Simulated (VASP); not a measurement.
Si, 4 atoms in the cell. It takes space group I4/mmm (No. 139, tetragonal). The conventional cell has a = 6.603 Å, b = 6.603 Å, c = 3.931 Å, α = 90.00°, β = 90.00°, γ = 90.00°. Si (site symmetry m2m) has 4 Si at 2.36 to 2.37 Å within 3.1 Å.  This cell differs from its parent crystal: strain +0.000 along x and y, +0.030 along z.

```yaml
Program: VASP 6.6.1
Task: single point
Functional: LDA
Potentials_or_basis: VASP PAW LDA potentials, release 64 (Si)
Cutoff: 520 eV
k_mesh: 10 × 10 × 10
Occupations: gaussian, width 0.03 eV
Spin: no spin polarisation
Dipole_correction: no
Further_INCAR_settings: ALGO = Normal; EDIFF = 1e-06; NBANDS = 16
```

Potentials or basis: VASP PAW LDA potentials, release 64 (Si).

The run is started by

```bash
$ cat potpaw_LDA.64/Si/POTCAR > POTCAR
$ mpirun -np 1 vasp_std > vasp.out
```

Hardware: 1 thread of Intel Xeon 8259CL, on a shared host.

**Question.** How long does it take, and how much memory?

**Answer.** It took 3.4 min on 1 thread of Intel Xeon 8259CL (shared host), peak memory 0.25 GiB. Counts: scf iterations 13, k points 102.
